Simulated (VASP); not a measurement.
Set up this calculation in VASP 6.6.1, as the native input.

```yaml
Task: single point
Functional: PBEsol
Potentials_or_basis: VASP PAW PBE potentials, release 64 (Al, Ru_pv)
Cutoff: 520 eV
k_mesh: 12 × 12 × 12
Occupations: gaussian, width 0.1 eV
Spin: no spin polarisation
Dipole_correction: no
Further_INCAR_settings: ALGO = Fast; EDIFF = 1e-06; NBANDS = 16
```

The structure of AlRu lies in POSCAR:

```
AlRu
1.0
    3.0995369280     -0.0044874000     -0.0115475760
   -0.0044874000      3.0818864880     -0.0109193400
   -0.0115475760     -0.0109193400      3.0722834520
Al Ru
1 1
Direct
   -0.0096770959      0.0022730312     -0.0013136783
    0.5096770959      0.4977269688      0.5013136783
```

This cell differs from its parent crystal: atoms moved at random and the cell strained at random.

One way to write it, as run:

INCAR

```
  PREC = Accurate
  ENCUT = 520
  EDIFF = 1E-6
  ISMEAR = 0
  SIGMA = 0.1
  LREAL = F
  LASPH = T
  NELM = 60
  ALGO = Fast
  ISIF = 2
  LWAVE = F
  LCHARG = F
  GGA = PS
  NBANDS = 16
```

KPOINTS

```
regular mesh
0
Gamma
  12 12 12
```

Potentials or basis: VASP PAW PBE potentials, release 64 (Al, Ru_pv).

Run with:

```bash
$ cat potpaw_PBE.64/Al/POTCAR potpaw_PBE.64/Ru_pv/POTCAR > POTCAR
$ mpirun -np 1 vasp_std > vasp.out
```

It gave:

- Pressure: -18.4 GPa
- Largest force: 0.319 eV/Å
- Band gap on the k mesh: zero (an odd number of electrons rules out a gap without spin polarisation)

Caveat: the cell differs from its parent crystal (atoms moved at random and the cell strained at random); the cell stands under tension; the PAW data sets were made with another functional, which shifts forces and pressure a little.

It took 2.4 min on 1 thread of AMD EPYC 9R45 (Zen 5), on a shared host, peak memory 0.44 GiB.
